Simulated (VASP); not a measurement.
# La (Pm-3m) in VASP: further runs

Runs on La. Level: LDA. Tasks: single point, relaxation of cell and atoms.

Program: VASP 6.6.1. These are calculated values, not measurements. Logs are shortened: lines on timing, memory, paths and dates and some standing lists are left out, and cuts for length are marked.

**1. The cell of the first run**

Symmetry: Pm-3m, No. 221, cubic system. Conventional cell: a = 2.581 Å, b = 2.581 Å, c = 2.581 Å, α = 90.00°, β = 90.00°, γ = 90.00°. La (site symmetry m-3m) has 6 La at 2.58 Å within 3.4 Å.

**2. Single point, LDA**

Input file INCAR:

```
PREC = Accurate
ENCUT = 520
EDIFF = 1E-6
ISMEAR = -1
SIGMA = 0.1
LREAL = F
LASPH = T
NELM = 60
ALGO = Normal
ISIF = 2
LWAVE = F
LCHARG = F
NBANDS = 12
```

Input file KPOINTS:

```
regular mesh
0
Gamma
  15 15 15
```

Input file POSCAR:

```
La
1.0
    2.5808079417      0.0000000000      0.0000000000
    0.0000000000      2.5808079417      0.0000000000
    0.0000000000      0.0000000000      2.5808079417
La
1
Direct
    0.0000000000      0.0000000000      0.0000000000
```

Potentials or basis: VASP PAW LDA potentials, release 64 (La).

Started as:

```
cat potpaw_LDA.64/La/POTCAR > POTCAR
mpirun -np 1 vasp_std > vasp.out
```

OUTCAR:

```text
PREC = Accurate
   ENCUT = 520
   EDIFF = 1E-6
   ISMEAR = -1
   LREAL = F
   LASPH = T
   NELM = 60
   ISIF = 2

 ion  position               nearest neighbor table
   1  0.000  0.000  0.000-

  LATTYP: Found a simple cubic cell.
 ALAT       =     2.5808079417

  Lattice vectors:

 A1 = (   2.5808079417,   0.0000000000,   0.0000000000)
 A2 = (   0.0000000000,   2.5808079417,   0.0000000000)
 A3 = (   0.0000000000,   0.0000000000,   2.5808079417)

Analysis of symmetry for initial positions (statically):
=====================================================================
 Subroutine PRICEL returns:
 Original cell was already a primitive cell.

 Routine SETGRP: Setting up the symmetry group for a
 simple cubic supercell.

 Subroutine GETGRP returns: Found 48 space group operations
 (whereof 48 operations were pure point group operations)
 out of a pool of 48 trial point group operations.

The static configuration has the point symmetry O_h .

Analysis of symmetry for dynamics (positions and initial velocities):
=====================================================================
 Subroutine PRICEL returns:
 Original cell was already a primitive cell.

 Routine SETGRP: Setting up the symmetry group for a
 simple cubic supercell.

 Subroutine GETGRP returns: Found 48 space group operations
 (whereof 48 operations were pure point group operations)
 out of a pool of 48 trial point group operations.

The dynamic configuration has the point symmetry O_h .

 Subroutine INISYM returns: Found 48 space group operations
 (whereof 48 operations are pure point group operations),
 and found     1 'primitive' translations

----------------------------------------------------------------------------------------

                                     Primitive cell

  volume of cell :      17.1897

  direct lattice vectors                    reciprocal lattice vectors
     2.580807942  0.000000000  0.000000000     0.387475559  0.000000000  0.000000000
     0.000000000  2.580807942  0.000000000     0.000000000  0.387475559  0.000000000
     0.000000000  0.000000000  2.580807942     0.000000000  0.000000000  0.387475559

  length of vectors
     2.580807942  2.580807942  2.580807942     0.387475559  0.387475559  0.387475559

  position of ions in fractional coordinates (direct lattice)
     0.000000000  0.000000000  0.000000000

  ion indices of the primitive-cell ions
   primitive index   ion index
                 1           1

----------------------------------------------------------------------------------------

 KPOINTS: regular mesh

Automatic generation of k-mesh.
 Grid dimensions read from file:
 generate k-points for:   15   15   15

 Generating k-lattice:

  Cartesian coordinates                     Fractional coordinates (reciprocal lattice)
     0.025831704  0.000000000  0.000000000     0.066666667  0.000000000  0.000000000
     0.000000000  0.025831704  0.000000000     0.000000000  0.066666667  0.000000000
     0.000000000  0.000000000  0.025831704     0.000000000  0.000000000  0.066666667

  Length of vectors
     0.025831704  0.025831704  0.025831704

  Shift w.r.t. Gamma in fractional coordinates (k-lattice)
     0.000000000  0.000000000  0.000000000

 Subroutine IBZKPT returns following result:
 ===========================================

 Found    120 irreducible k-points:

 Following reciprocal coordinates:
            Coordinates               Weight
  0.000000  0.000000  0.000000      1.000000
  0.066667  0.000000  0.000000      6.000000
  0.133333  0.000000  0.000000      6.000000
  0.200000  0.000000  0.000000      6.000000
  0.266667  0.000000  0.000000      6.000000
  0.333333  0.000000  0.000000      6.000000
[... 16 lines left out ...]
  0.266667  0.200000  0.000000     24.000000
  0.333333  0.200000  0.000000     24.000000
 [... further k-points ...]
   k-points           NKPTS =    120   k-points in BZ     NKDIM =    120   number of bands    NBANDS=     12
   number of dos      NEDOS =    301   number of ions     NIONS =      1
   total plane-waves  NPLWV =   8000
   dimension x,y,z NGX =    20 NGY =   20 NGZ =   20
   dimension x,y,z NGXF=    40 NGYF=   40 NGZF=   40
   ions per type =               1
   NGX,Y,Z   is equivalent  to a cutoff of  12.88, 12.88, 12.88 a.u.
   NGXF,Y,Z  is equivalent  to a cutoff of  25.77, 25.77, 25.77 a.u.
 SYSTEM =  unknown system
   PREC   = accura    normal or accurate (medium, high low for compatibility)
   ISTART =      0    job   : 0-new  1-cont  2-samecut
   ICHARG =      2    charge: 1-file 2-atom 10-const
   ISPIN  =      1    spin polarized calculation?
   LNONCOLLINEAR =      F non collinear calculations
   LSORBIT =      F    spin-orbit coupling
   LASPH  =      T    aspherical Exc in radial PAW
   ENCUT  =  520.0 eV  38.22 Ry    6.18 a.u.   4.80  4.80  4.80*2*pi/ulx,y,z
   NELM   =     60;   NELMIN=  2; NELMDL= -5     # of ELM steps
   EDIFF  = 0.1E-05   stopping-criterion for ELM
   LREAL  =      F    real-space projection
   EDIFFG = 0.1E-04   stopping-criterion for IOM
   NSW    =      0    number of steps for IOM
   IBRION =     -1    ionic relax: 0-MD 1-quasi-New 2-CG
   NFREE  =      0    steps in history (QN), initial steepest desc. (CG)
   ISIF   =      2    stress and relaxation
   ISYM   =      2    0-nonsym 1-usesym 2-fastsym
   POTIM  = 0.5000    time-step for ionic-motion
   TEBEG  =    0.0;   TEEND  =   0.0 temperature during run
   PSTRESS=    0.0 pullay stress
   NELECT =      11.0000    total number of electrons
   NUPDOWN=      -1.0000    fix difference up-down
   EMIN   =  10.00;   EMAX   =-10.00  energy-range for DOS
   EFERMI =   0.00;   METHOD = LEGACY
   ISMEAR =    -1;   SIGMA  =   0.10  broadening in eV -4-tet -1-fermi 0-gaus
   EFERMI_NEDOS =   21; number of points for ismear=-14 and -15
   IALGO  =     38    algorithm
   IMIX   =      4    mixing-type and parameters
     AMIX     =   0.40;   BMIX     =  1.00
     AMIX_MAG =   1.60;   BMIX_MAG =  1.00
  volume/ion in A,a.u.               =      17.19       116.00
  Fermi-wavevector in a.u.,A,eV,Ry     =   1.410750  2.665931 27.078524  1.990215
  Thomas-Fermi vector in A             =   2.532672
   LORBIT       =      0    0 simple, 1 ext, 2 COOP (PROOUT), +10 PAW based schemes
   GGA     = CA    functional components
   LHFCALC =     F    Hartree Fock is set to
   AEXX    =    0.0000 exact exchange contribution
   IVDW    =     0    specifies the selected vdW correction
   LEPSILON=     F    determine dielectric tensor
   LRPA    =     F    only Hartree local field effects (RPA)
 non-spin polarized calculation
  energy-cutoff  :      520.00
  volume of cell :       17.19
 maximum number of plane-waves:       472
 NGX is ok and might be reduce to    20
   NGX =  9   NGY =  9   NGZ =  9

 number of electron      11.0000001 magnetization

 Free energy of the ion-electron system (eV)
  ---------------------------------------------------
  ext. energy  EPLUGINS =         0.00000000
  ---------------------------------------------------
  free energy    TOTEN  =        -3.05777678 eV

  energy without entropy =       -3.01232405  energy(sigma->0) =       -3.03505041

 E-fermi :  17.8562     XC(G=0): -13.2130

 val. band max:       17.8488141748   @ k =   0.2667   0.0667   0.0667
 cond. band min:      17.8776454253   @ k =   0.3333   0.1333   0.0000
 fundamental gap:      0.0288312505
 Fermi energy:        17.8562339504

 k-point     1 :       0.0000    0.0000    0.0000
  band No.  band energies     occupation
      1     -17.1273      2.00000
      2       5.2368      2.00000
      3       5.2368      2.00000
      4       5.2368      2.00000
      5      15.0297      2.00000
      6      15.0297      2.00000
      7      17.8941      0.81301
      8      21.1214      0.00000
      9      21.1214      0.00000
     10      21.1214      0.00000
     11      22.6629      0.00000
     12      22.6629      0.00000

 k-point     2 :       0.0667    0.0000    0.0000
  band No.  band energies     occupation
      1     -17.0594      2.00000
      2       4.5933      2.00000
      3       5.2913      2.00000
      4       5.2913      2.00000
      5      15.0848      2.00000
      6      15.5257      2.00000
      7      18.2267      0.04804
      8      21.0637      0.00000
      9      21.1403      0.00000
     10      21.1403      0.00000
     11      22.6357      0.00000
     12      22.6646      0.00000

 k-point     3 :       0.1333    0.0000    0.0000
  band No.  band energies     occupation
      1     -16.8606      2.00000
      2       3.0826      2.00000
      3       5.4489      2.00000
      4       5.4489      2.00000
      5      15.2482      2.00000
      6      16.3514      2.00000
      7      19.4201      0.00000
      8      20.8921      0.00000
      9      21.1962      0.00000
     10      21.1962      0.00000
     11      22.5745      0.00000
     12      22.6694      0.00000
[... 286 lines left out ...]
 k-point    23 :       0.2667    0.2000    0.0000
  band No.  band energies     occupation
      1     -15.5624      2.00000
      2       0.0608      2.00000
      3       2.1401      2.00000
      4       6.4332      2.00000
      5      16.9340      1.99980
      6      17.9124      0.72631
      7      19.8912      0.00000
      8      21.0383      0.00000
      9      21.6311      0.00000
     10      21.8807      0.00000
     11      22.2121      0.00000
     12      22.8885      0.00000

 k-point    24 :       0.3333    0.2000    0.0000
  band No.  band energies     occupation
      1     -15.1292      2.00000
      2      -1.4310      2.00000
      3       2.4811      2.00000
      4       6.7288      2.00000
      5      16.6985      1.99998
      6      17.5765      1.88509
      7      19.8070      0.00000
      8      21.3332      0.00000
      9      21.7953      0.00000
     10      21.8754      0.00000
     11      22.0750      0.00000
     12      22.9635      0.00000

 [... further k-points ...]

------------------------ aborting loop because EDIFF is reached ----------------------------------------

  FORCE on cell =-STRESS in cart. coord.  units (eV):
  Direction    XX          YY          ZZ          XY          YZ          ZX
  --------------------------------------------------------------------------------------
  -------------------------------------------------------------------------------------
  Total        9.8486272      9.8486272      9.8486272     -0.0000000      0.0000000      0.0000000
  in kB      917.9504117    917.9504117    917.9504117     -0.0000000      0.0000000      0.0000000
  external PRESSURE =     917.9504117 kB  Pullay stress =       0.0000000 kB

 VOLUME and BASIS-vectors are now :
 -----------------------------------------------------------------------------
  energy-cutoff  :      520.00
  volume of cell :       17.19
      direct lattice vectors                 reciprocal lattice vectors
     2.580807942  0.000000000  0.000000000     0.387475559  0.000000000  0.000000000
     0.000000000  2.580807942  0.000000000     0.000000000  0.387475559  0.000000000
     0.000000000  0.000000000  2.580807942     0.000000000  0.000000000  0.387475559

 POSITION                                       TOTAL-FORCE (eV/Angst)
 -----------------------------------------------------------------------------------
      0.00000      0.00000      0.00000         0.000000      0.000000      0.000000
 -----------------------------------------------------------------------------------
    total drift:                               -0.000000      0.000000     -0.000000

  FREE ENERGIE OF THE ION-ELECTRON SYSTEM (eV)
  ---------------------------------------------------
  free  energy   TOTEN  =        -3.0577767828 eV

  energy  without entropy=       -3.0123240453  energy(sigma->0) =       -3.03505041
```

It took 13 s on 1 thread of AMD EPYC 9R45 (Zen 5), shared host; peak memory 0.12 GiB.

Results:

```yaml
Free_energy: -3.0578 eV
Pressure: 91.8 GPa
```

Levels at points of the mesh, in eV from the Fermi level:
| k point | band 2 | band 3 | band 4 | band 5 | band 6 | band 7 | band 8 | band 9 |
| --- | --- | --- | --- | --- | --- | --- | --- | --- |
| (0.00, 0.00, 0.00) | -12.62 | -12.62 | -12.62 | -2.83 | -2.83 | 0.04 | 3.27 | 3.27 |

Caveat: spin-orbit coupling is left out, which moves the levels of the heavy elements.

[end of part 1 of 2]
